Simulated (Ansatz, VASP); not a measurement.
# One calculation of AlGa3N4, two programs

Contents of INCAR:

```
SYSTEM = AlGa3N4
PREC     = Accurate       ! precision mode
ENCUT    = 600            ! plane-wave cutoff, eV
EDIFF    = 1E-6           ! SCF threshold, eV
ISMEAR   = 0              ! smearing method
SIGMA    = 0.02           ! smearing width, eV
LREAL    = .False.        ! projectors in reciprocal space
LASPH    = .True.         ! aspherical terms in the spheres
NELM     = 60             ! most SCF steps
ALGO     = Normal         ! electronic algorithm
ISIF     = 3              ! what is computed and relaxed
LWAVE    = .False.        ! write WAVECAR
LCHARG   = .False.        ! write CHGCAR
IBRION   = 2              ! ionic algorithm
NSW      = 100            ! ionic steps
EDIFFG   = -0.005         ! ionic threshold
```

Contents of KPOINTS:

```
Automatic mesh
0
Gamma
  6 6 6
  0 0 0
```

Contents of POSCAR:

```
AlGa3N4
1.0
    4.4716853600      0.0000000000      0.0000000000
    0.0000000000      4.4716853600      0.0000000000
    0.0000000000      0.0000000000      4.4716853600
Al Ga N
1 3 4
Direct
    0.0000000000      0.0000000000      0.0000000000
    0.5000000000      0.5000000000      0.0000000000
    0.5000000000      0.0000000000      0.5000000000
    0.0000000000      0.5000000000      0.5000000000
    0.7557144200      0.7557144200      0.2442855800
    0.7557144200      0.2442855800      0.7557144200
    0.2442855800      0.7557144200      0.7557144200
    0.2442855800      0.2442855800      0.2442855800
```

Input for Ansatz:

```yaml
crystal:
  lattice:
    - [4.47168536, 0.0, 0.0]
    - [0.0, 4.47168536, 0.0]
    - [0.0, 0.0, 4.47168536]
  atoms:
    - { symbol: Al, position: [0.0, 0.0, 0.0] }
    - { symbol: Ga, position: [0.5, 0.5, 0.0] }
    - { symbol: Ga, position: [0.5, 0.0, 0.5] }
    - { symbol: Ga, position: [0.0, 0.5, 0.5] }
    - { symbol: "N", position: [0.75571442, 0.75571442, 0.24428558] }
    - { symbol: "N", position: [0.75571442, 0.24428558, 0.75571442] }
    - { symbol: "N", position: [0.24428558, 0.75571442, 0.75571442] }
    - { symbol: "N", position: [0.24428558, 0.24428558, 0.24428558] }
basis:
  ecutwfc: 420
kpoints:
  mp_grid: { grid: [6, 6, 6] }
hamiltonian:
  xc: lda
scf:
  occupations: { method: gaussian, width: 0.02 }
output:
  forces: true
  stress: true
  eigenvalues: true
  write_density: true
  write_potential: true
  elf: true
  volumetric_format: npy
relax:
  adjacent_minimum: "off"
  f_tol: 0.005
  max_steps: 80
  cell: { stress_tol: 0.05 }
```

Alike in both runs: task relaxation of cell and atoms; functional LDA; k mesh 6 × 6 × 6; occupations gaussian, width 0.02 eV; no spin polarisation.

|  | VASP | Ansatz |
| --- | --- | --- |
| version | VASP 6.6.1 | Ansatz 0.2.0 |
| potentials or method | VASP PAW LDA potentials, release 64 (Al, Ga_d, N), cutoff 600 eV | scalar-relativistic, plane waves, PAW |
| valence electrons in the cell | 62 | 62 |

VASP gave:

```
gap on the k mesh at the Fermi level, each at its own relaxed structure (eV) : 2.54
relaxed volume (Å³/atom)                                                     : 10.89
relaxed cell length with the largest relative difference (Å)                 : 4.433
```

Problem. Which values does Ansatz return?

Solution. gap on the k mesh at the Fermi level, each at its own relaxed structure (eV): 2.56; relaxed volume (Å³/atom): 10.85; relaxed cell length with the largest relative difference (Å): 4.427.

LDA's correlation is that of Perdew and Zunger in VASP and of Perdew and Wang (1992) in Ansatz.
